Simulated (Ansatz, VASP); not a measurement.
**Two plane-wave programs on GaN**

```
CELL_PARAMETERS angstrom
0.00000 2.27423 2.27423
2.27423 0.00000 2.27423
2.27423 2.27423 0.00000
ATOMIC_POSITIONS crystal
Ga 0.00000 0.00000 0.00000
N 0.75000 0.75000 0.75000
```

Alike in both runs: task single point; functional PBE; k mesh 10 × 10 × 10; occupations gaussian, width 0.02 eV; no spin polarisation.

```csv
,VASP,Ansatz
version,VASP 6.6.1,Ansatz 0.2.0
potentials or method,"VASP PAW PBE potentials, release 64 (Ga_d, N), cutoff 520 eV","scalar-relativistic, plane waves, PAW"
valence electrons in the cell,18,18
```

|  | VASP | Ansatz | Ansatz less VASP |
| --- | --- | --- | --- |
| gap on the k mesh at the Fermi level (eV) | 1.55 | 1.54 | -0.006 |
| least direct gap on the mesh (eV) | 1.55 | 1.54 | -0.006 |
